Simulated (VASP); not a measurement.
Wanted: the native input for a VASP 6.6.1 run.

* Task: single point
* Functional: PBE
* Potentials or basis: VASP PAW PBE potentials, release 64 (Ir, F)
* Cutoff: 520 eV
* k mesh: 6 × 6 × 6
* Occupations: gaussian, width 0.1 eV
* Spin: collinear spin, ferromagnetic start
* Starting moments: [1.0, 0.0] μB
* Dipole correction: no
* Further INCAR settings: ALGO = Normal; EDIFF = 1e-06; NBANDS = 19

The structure of IrF lies in POSCAR:

```
IrF
1.0
    0.0000000000      2.3036125100      2.3036125100
    2.3036125100      0.0000000000      2.3036125100
    2.3036125100      2.3036125100      0.0000000000
Ir F
1 1
Direct
    0.0000000000      0.0000000000      0.0000000000
    0.2500000000      0.2500000000      0.2500000000
```

These files were run (other wordings do the same):

INCAR

```
SYSTEM = IrF
PREC = Accurate ; ENCUT = 520
EDIFF = 1E-6 ; ISMEAR = 0
SIGMA = 0.1 ; LREAL = .FALSE.
LASPH = .TRUE. ; NELM = 150
ALGO = Normal ; ISIF = 2
LWAVE = .FALSE. ; LCHARG = .FALSE.
ISPIN = 2 ; MAGMOM = 1 0
LORBIT = 11 ; LMAXMIX = 4
GGA = PE ; NBANDS = 19
```

KPOINTS

```
Automatic mesh
0
G
  6 6 6
  0 0 0
```

Potentials or basis: VASP PAW PBE potentials, release 64 (Ir, F).

The run is started by

```console
$ cat potpaw_PBE.64/Ir/POTCAR potpaw_PBE.64/F/POTCAR > POTCAR
$ mpirun -np 1 vasp_std > vasp.out
```

It gave:

* Pressure: 65.1 GPa
* Band gap on the k mesh: zero (filled and empty bands overlap)
* Net moment: 2.00 μB per cell
* Site moments: Ir +1.76; F +0.21 μB
* Valence electrons inside the program's atomic spheres: Ir 8.10; F 6.15

Caveat: the k points lie up to 0.39 Å⁻¹ apart; spin-orbit coupling is left out, which moves the levels of the heavy elements.

It took 13 s on 1 thread of Intel Xeon 6975P-C, with other jobs on the host, peak memory 0.16 GiB.
